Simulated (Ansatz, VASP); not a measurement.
## LiF: VASP beside Ansatz

```
CELL_PARAMETERS angstrom
0.00000 1.95392 1.95392
1.95392 0.00000 1.95392
1.95392 1.95392 0.00000
ATOMIC_POSITIONS crystal
Li 0.00000 0.00000 0.00000
F 0.50000 0.50000 0.50000
```

Alike in both runs: functional r2SCAN; k mesh 12 × 12 × 12; occupations fermi-dirac, width 0.02 eV; no spin polarisation.

Ansatz relaxed the structure, and its values are those at the end. VASP's run is a single point on that final structure, the one shown.

|  | VASP | Ansatz |
| --- | --- | --- |
| version | VASP 6.6.1 | Ansatz 0.2.0 |
| potentials or method | VASP PAW PBE potentials, release 64 (Li_sv, F), cutoff 520 eV | PAW plane waves |
| valence electrons in the cell | 10 | 10 |

|  | VASP | Ansatz | Ansatz less VASP |
| --- | --- | --- | --- |
| gap on the k mesh at the Fermi level (eV) | 11.19 | 10.97 | -0.221 |

VASP's potentials were made for PBE, not for r2SCAN. Ansatz's warnings: stress scf threshold loose.

Noted on VASP's run: the cutoff is short for stress, so the pressure is rough.
